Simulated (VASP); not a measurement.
# C (Pmma) in VASP: notebook, part 2 of 2

VASP 6.6.1. The steps go on from the part before.

**4. Single point, PBEsol+D3(BJ) (mode 8 frozen in at -0.030 Å and mode 12 at +0.045 Å (largest displacements))**

Input file INCAR:

```
PREC = Accurate
ENCUT = 600
EDIFF = 1E-6
ISMEAR = 0
SIGMA = 0.15
LREAL = F
LASPH = T
NELM = 120
ALGO = Normal
ISIF = 2
LWAVE = F
LCHARG = T
GGA = PS
IVDW = 12
LELF = T
LVHAR = T
NBANDS = 16
GGA_COMPAT = F
```

Input file KPOINTS:

```
Automatic mesh
0
Gamma
  18 12 10
```

Input file POSCAR:

```
C
1.0
   -2.4576582504      0.0000000000      0.0000000000
    0.0000000000      0.0000000000     -3.5294825081
    0.0000000000     -4.2567889574      0.0000000000
C
4
Direct
    0.5000000000      0.0000000000      0.1631428838
    0.0000000000      0.0000000000      0.6490477524
    0.0000000000      0.0000000000      0.3368571162
    0.5000000000      0.0000000000      0.8509522476
```

Potentials or basis: VASP PAW PBE potentials, release 64 (C).

On the command line:

```
cat potpaw_PBE.64/C/POTCAR > POTCAR
mpirun -np 1 vasp_std > vasp.out
```

OUTCAR:

```text
PREC = Accurate
   ENCUT = 600
   EDIFF = 1E-6
   ISMEAR = 0
   LREAL = F
   LASPH = T
   NELM = 120
   ISIF = 2
   GGA = PS
   IVDW = 12
 IVDW          = 12

 ion  position               nearest neighbor table
   1  0.500  0.000  0.163-   4 1.33   3 1.43   3 1.43
   2  0.000  0.000  0.649-   3 1.33   4 1.50   4 1.50
   3  0.000  0.000  0.337-   2 1.33   1 1.43   1 1.43
   4  0.500  0.000  0.851-   1 1.33   2 1.50   2 1.50

  LATTYP: Found a simple orthorhombic cell.
[... 658 lines left out ...]
 Edisp (eV)   -0.41737

 E8    (eV) :    -0.2028

  FORCE on cell =-STRESS in cart. coord.  units (eV):
  Direction    XX          YY          ZZ          XY          YZ          ZX
  --------------------------------------------------------------------------------------
  -------------------------------------------------------------------------------------
  Total      -0.66790     4.14033    -0.11355     0.00000     0.00000     0.00000
  in kB     -28.98055   179.65172    -4.92700     0.00000     0.00000     0.00000
  external pressure =       48.58 kB  Pullay stress =        0.00 kB

 VOLUME and BASIS-vectors are now :
 -----------------------------------------------------------------------------
  energy-cutoff  :      600.00
  volume of cell :       36.92
      direct lattice vectors                 reciprocal lattice vectors
    -2.457658250  0.000000000  0.000000000    -0.406891397  0.000000000  0.000000000
     0.000000000  0.000000000 -3.529482508     0.000000000  0.000000000 -0.283327654
     0.000000000 -4.256788957  0.000000000     0.000000000 -0.234918858  0.000000000

 POSITION                                       TOTAL-FORCE (eV/Angst)
 -----------------------------------------------------------------------------------
     -1.22883     -0.69446      0.00000         0.000000     -3.233840      0.000000
      0.00000     -2.76286      0.00000         0.000000     -7.647833      0.000000
      0.00000     -1.43393      0.00000         0.000000      3.233840      0.000000
     -1.22883     -3.62232      0.00000         0.000000      7.647833      0.000000
 -----------------------------------------------------------------------------------
    total drift:                               -0.000000     -0.000000     -0.000000

  FREE ENERGIE OF THE ION-ELECTRON SYSTEM (eV)
  ---------------------------------------------------
  free  energy   TOTEN  =       -38.3638463101 eV

  energy  without entropy=      -38.3625276847  energy(sigma->0) =      -38.36318700
```

OSZICAR:

```text
N       E                     dE             d eps       ncg     rms          rms(c)
DAV:   1     0.383136197295E+02    0.38314E+02   -0.85042E+03 13440   0.103E+03
DAV:   2    -0.375147787623E+02   -0.75828E+02   -0.69228E+02 18688   0.201E+02
DAV:   3    -0.404966296665E+02   -0.29819E+01   -0.29661E+01 17888   0.374E+01
DAV:   4    -0.405215610752E+02   -0.24931E-01   -0.24925E-01 16968   0.408E+00
DAV:   5    -0.405219494228E+02   -0.38835E-03   -0.38833E-03 17568   0.484E-01    0.930E+00
DAV:   6    -0.385552309449E+02    0.19667E+01   -0.13893E+00 16384   0.765E+00    0.534E+00
DAV:   7    -0.379378616177E+02    0.61737E+00   -0.15264E+00 17184   0.795E+00    0.147E+00
DAV:   8    -0.379446770806E+02   -0.68155E-02   -0.55352E-02 16288   0.142E+00    0.531E-01
DAV:   9    -0.379461611982E+02   -0.14841E-02   -0.17349E-03 16136   0.330E-01    0.686E-02
DAV:  10    -0.379464043010E+02   -0.24310E-03   -0.10764E-04 15872   0.731E-02    0.271E-02
DAV:  11    -0.379464774401E+02   -0.73139E-04   -0.59781E-05 14856   0.472E-02    0.482E-03
DAV:  12    -0.379464784670E+02   -0.10269E-05   -0.17039E-06 17000   0.914E-03    0.213E-03
DAV:  13    -0.379464786341E+02   -0.16703E-06   -0.19409E-07 12288   0.334E-03
   1 F= -.38363846E+02 E0= -.38363187E+02  d E =-.131863E-02
```

stdout:

```text
POSCAR found type information on POSCAR C
 POSCAR found :  1 types and       4 ions
 scaLAPACK will be used
 -----------------------------------------------------------------------------
|                                                                             |
|                                                                             |
|     You enforced a specific xc type in the INCAR file but a different       |
|     I HOPE YOU KNOW WHAT YOU ARE DOING!                                     |
|                                                                             |
 -----------------------------------------------------------------------------

 LDA part: xc-table for (Slater+PW92), standard interpolation
 POSCAR, INCAR and KPOINTS ok, starting setup
 FFT: planning ... GRIDC
 FFT: planning ... GRID_SOFT
 FFT: planning ... GRID
 WAVECAR not read
 entering main loop
```

Wall time 3 min (1 thread of Intel Xeon Platinum 8259CL at 2.50GHz (Skylake/Cascade Lake), shared host); peak memory 0.33 GiB.

Results:

```
Free energy                : -38.3638 eV
Pressure                   : 4.9 GPa
Largest force              : 7.648 eV/Å
Band gap on the k mesh     : zero (band 8 reaches 4.63 eV, above the bottom of band 9 at 3.68 eV)
Dispersion energy per atom : -0.104 eV
```

Forces in eV/Å, atoms in the order of the input:
```
C    0.000 -3.234  0.000
C    0.000 -7.648  0.000
C    0.000  3.234  0.000
C    0.000  7.648  0.000
```

Levels at points of the mesh, in eV from the Fermi level:
```
           k point  band 5  band 6  band 7  band 8  band 9  band 10  band 11  band 12
(0.00, 0.00, 0.00)   -5.90   -4.11   -1.36   -0.96    1.39     3.79     6.69     7.63
(0.50, 0.00, 0.00)   -9.44   -9.44   -2.33   -2.33    4.05     4.05     9.05     9.05
(0.00, 0.50, 0.00)   -5.86   -4.09   -2.14   -1.34    0.14     6.75     7.91     9.28
(0.50, 0.50, 0.00)   -9.35   -9.35   -3.50   -3.50    3.09     3.09     9.89     9.89
(0.00, 0.00, 0.50)   -5.33   -4.88   -4.75   -3.47    5.54     5.72     7.17     7.86
(0.50, 0.00, 0.50)   -6.47   -6.47   -2.08   -2.08    3.13     3.13     6.93     6.93
(0.00, 0.50, 0.50)   -6.76   -6.26   -4.85   -3.44    6.48     7.15     8.52     9.25
(0.50, 0.50, 0.50)   -6.43   -6.43   -3.12   -3.12    1.60     1.60     7.19     7.19
```

Caveat: the cell differs from its parent crystal (mode 8 frozen in at -0.030 Å and mode 12 at +0.045 Å (largest displacements)); the PAW data sets were made with another functional, which shifts forces and pressure a little.

**5. Single point, PBEsol+D3(BJ) (mode 8 frozen in at -0.030 Å and mode 12 at -0.045 Å (largest displacements))**

Input file INCAR:

```
ALGO     = Normal         # electronic algorithm
EDIFF    = 1E-6           # SCF threshold, eV
ENCUT    = 600            # plane-wave cutoff, eV
GGA      = PS             # functional
GGA_COMPAT= F            
ISIF     = 2              # what is computed and relaxed
ISMEAR   = 0              # smearing method
IVDW     = 12             # dispersion correction
LASPH    = T              # aspherical terms in the spheres
LCHARG   = F              # write CHGCAR
LREAL    = F              # projectors in reciprocal space
LWAVE    = F              # write WAVECAR
NBANDS   = 16             # bands
NELM     = 120            # most SCF steps
PREC     = Accurate       # precision mode
SIGMA    = 0.15           # smearing width, eV
```

Input file KPOINTS:

```
k-points
0
Gamma
  18 12 10
```

Input file POSCAR:

```
C
1.0
   -2.4576582504      0.0000000000      0.0000000000
    0.0000000000      0.0000000000     -3.5294825081
    0.0000000000     -4.2567889574      0.0000000000
C
4
Direct
    0.5000000000      0.0000000000      0.1842855810
    0.0000000000      0.0000000000      0.6701904496
    0.0000000000      0.0000000000      0.3157144190
    0.5000000000      0.0000000000      0.8298095504
```

Potentials or basis: VASP PAW PBE potentials, release 64 (C).

On the command line:

```
cat potpaw_PBE.64/C/POTCAR > POTCAR
mpirun -np 1 vasp_std > vasp.out
```

OUTCAR:

```text
EDIFF = 1E-6
   ENCUT = 600
   GGA = PS
   ISIF = 2
   ISMEAR = 0
   IVDW = 12
   LASPH = T
   LREAL = F
   NELM = 120
   PREC = Accurate
 IVDW          = 12

 ion  position               nearest neighbor table
   1  0.500  0.000  0.184-   3 1.35   3 1.35   4 1.51
   2  0.000  0.000  0.670-   4 1.40   4 1.40   3 1.51
[... 661 lines left out ...]

 Edisp (eV)   -0.41736

 E8    (eV) :    -0.2028

  FORCE on cell =-STRESS in cart. coord.  units (eV):
  Direction    XX          YY          ZZ          XY          YZ          ZX
  --------------------------------------------------------------------------------------
  -------------------------------------------------------------------------------------
  Total       3.84930    -0.98655    -0.07546     0.00000     0.00000     0.00000
  in kB     167.02375   -42.80708    -3.27432     0.00000     0.00000     0.00000
  external pressure =       40.31 kB  Pullay stress =        0.00 kB

 VOLUME and BASIS-vectors are now :
 -----------------------------------------------------------------------------
  energy-cutoff  :      600.00
  volume of cell :       36.92
      direct lattice vectors                 reciprocal lattice vectors
    -2.457658250  0.000000000  0.000000000    -0.406891397  0.000000000  0.000000000
     0.000000000  0.000000000 -3.529482508     0.000000000  0.000000000 -0.283327654
     0.000000000 -4.256788957  0.000000000     0.000000000 -0.234918858  0.000000000

 POSITION                                       TOTAL-FORCE (eV/Angst)
 -----------------------------------------------------------------------------------
     -1.22883     -0.78446      0.00000         0.000000      6.785642      0.000000
      0.00000     -2.85286      0.00000         0.000000      1.986422      0.000000
      0.00000     -1.34393      0.00000         0.000000     -6.785642      0.000000
     -1.22883     -3.53232      0.00000         0.000000     -1.986422      0.000000
 -----------------------------------------------------------------------------------
    total drift:                               -0.000000     -0.000000     -0.000000

  FREE ENERGIE OF THE ION-ELECTRON SYSTEM (eV)
  ---------------------------------------------------
  free  energy   TOTEN  =       -38.4174918393 eV

  energy  without entropy=      -38.4163600103  energy(sigma->0) =      -38.41692592
```

stdout:

```text
POSCAR found type information on POSCAR C
 POSCAR found :  1 types and       4 ions
 scaLAPACK will be used
 -----------------------------------------------------------------------------
|                                                                             |
|                                                                             |
|     You enforced a specific xc type in the INCAR file but a different       |
|     I HOPE YOU KNOW WHAT YOU ARE DOING!                                     |
|                                                                             |
 -----------------------------------------------------------------------------

 LDA part: xc-table for (Slater+PW92), standard interpolation
 POSCAR, INCAR and KPOINTS ok, starting setup
 FFT: planning ... GRIDC
 FFT: planning ... GRID_SOFT
 FFT: planning ... GRID
 WAVECAR not read
 entering main loop
```

It took 2.7 min on 1 thread of Intel Xeon Platinum 8259CL at 2.50GHz (Skylake/Cascade Lake), shared host; peak memory 0.33 GiB.

Results:

```
Free energy                : -38.4175 eV
Pressure                   : 4.0 GPa
Largest force              : 6.786 eV/Å
Band gap on the k mesh     : zero (band 8 reaches 4.38 eV, above the bottom of band 9 at 4.08 eV)
Dispersion energy per atom : -0.104 eV
```

Forces on the atoms (eV/Å):
```
C    0.000  6.786  0.000
C    0.000  1.986  0.000
C    0.000 -6.786  0.000
C    0.000 -1.986  0.000
```

Stress tensor (GPa, compression positive):
```
16.70  0.00  0.00
 0.00 -4.28  0.00
 0.00  0.00 -0.33
```

Levels at points of the mesh, in eV from the Fermi level:
```
           k point  band 6  band 7  band 8  band 9  band 10  band 11
(0.00, 0.00, 0.00)   -4.09   -2.40   -1.49    3.55     3.70     6.41
(0.50, 0.00, 0.00)   -8.30   -1.88   -1.88    2.82     2.82     9.11
(0.00, 0.50, 0.00)   -4.07   -3.43   -1.46    1.94     6.50     7.57
(0.50, 0.50, 0.00)   -8.21   -3.15   -3.15    1.96     1.96    10.63
(0.00, 0.00, 0.50)   -5.56   -5.14   -5.00    5.48     5.55     7.29
(0.50, 0.00, 0.50)   -5.96   -1.49   -1.49    1.90     1.90     7.08
(0.00, 0.50, 0.50)   -6.47   -6.28   -5.11    6.89     7.36     7.74
(0.50, 0.50, 0.50)   -5.92   -2.61   -2.61    0.56     0.56     7.34
```

Caveat: the cell differs from its parent crystal (mode 8 frozen in at -0.030 Å and mode 12 at -0.045 Å (largest displacements)); the PAW data sets were made with another functional, which shifts forces and pressure a little.

**6. Single point, PBEsol+D3(BJ) (mode 8 frozen in at -0.045 Å and mode 12 at +0.060 Å (largest displacements))**

Input file INCAR:

```
SYSTEM = C
PREC = Accurate ; ENCUT = 600
EDIFF = 1E-6 ; ISMEAR = 0
SIGMA = 0.15 ; LREAL = .False.
LASPH = .True. ; NELM = 120
ALGO = Normal ; ISIF = 2
LWAVE = .False. ; LCHARG = .True.
GGA = PS ; IVDW = 12
LELF = .True. ; LVHAR = .True.
NBANDS = 16 ; GGA_COMPAT = .False.
```

Input file KPOINTS:

```
regular mesh
0
Gamma
  18 12 10
  0 0 0
```

Input file POSCAR:

```
C
1.0
   -2.4576582504      0.0000000000      0.0000000000
    0.0000000000      0.0000000000     -3.5294825081
    0.0000000000     -4.2567889574      0.0000000000
C
4
Direct
    0.5000000000      0.0000000000      0.1631428838
    0.0000000000      0.0000000000      0.6420001866
    0.0000000000      0.0000000000      0.3368571162
    0.5000000000      0.0000000000      0.8579998134
```

Potentials or basis: VASP PAW PBE potentials, release 64 (C).

On the command line:

```
cat potpaw_PBE.64/C/POTCAR > POTCAR
mpirun -np 1 vasp_std > vasp.out
```

It took 2.8 min on 1 thread of Intel Xeon Platinum 8259CL at 2.50GHz (Skylake/Cascade Lake), shared host; peak memory 0.33 GiB.

The run converged. Its results:

| Quantity | Value |
| --- | --- |
| Free energy | -37.8165 eV |
| Pressure | 9.0 GPa |
| Largest force | 10.588 eV/Å |
| Band gap on the k mesh | zero (band 8 reaches 4.45 eV, above the bottom of band 9 at 3.72 eV) |
| Dispersion energy per atom | -0.104 eV |

Forces in eV/Å, atoms in the order of the input:
```
C     0.000  -4.240   0.000
C     0.000 -10.588   0.000
C     0.000   4.240   0.000
C     0.000  10.588   0.000
```

Stress tensor (GPa, compression positive):
```
-0.57  0.00  0.00
 0.00 28.10  0.00
 0.00  0.00 -0.68
```

Levels at points of the mesh, in eV from the Fermi level:
```csv
k point,band 4,band 5,band 6,band 7,band 8,band 9,band 10,band 11,band 12,band 13
"(0.00, 0.00, 0.00)",-6.72,-5.74,-4.31,-0.63,-0.53,1.17,3.95,6.26,7.80,10.55
"(0.50, 0.00, 0.00)",-9.77,-9.12,-9.12,-2.32,-2.32,4.42,4.42,8.90,8.90,10.16
"(0.00, 0.50, 0.00)",-8.24,-5.70,-4.28,-1.75,-0.60,-0.04,6.31,8.07,9.39,10.81
"(0.50, 0.50, 0.00)",-9.69,-9.01,-9.01,-3.46,-3.46,3.45,3.45,9.91,9.91,9.94
"(0.00, 0.00, 0.50)",-7.59,-5.34,-4.86,-4.47,-2.80,5.64,5.91,7.10,8.11,8.49
"(0.50, 0.00, 0.50)",-12.49,-6.29,-6.29,-2.08,-2.08,3.49,3.49,6.73,6.73,10.98
"(0.00, 0.50, 0.50)",-7.53,-6.74,-5.99,-4.83,-2.76,6.42,7.37,8.66,9.72,10.78
"(0.50, 0.50, 0.50)",-12.36,-6.25,-6.25,-3.11,-3.11,1.93,1.93,6.98,6.98,13.18
```

Caveat: the cell differs from its parent crystal (mode 8 frozen in at -0.045 Å and mode 12 at +0.060 Å (largest displacements)); the PAW data sets were made with another functional, which shifts forces and pressure a little.
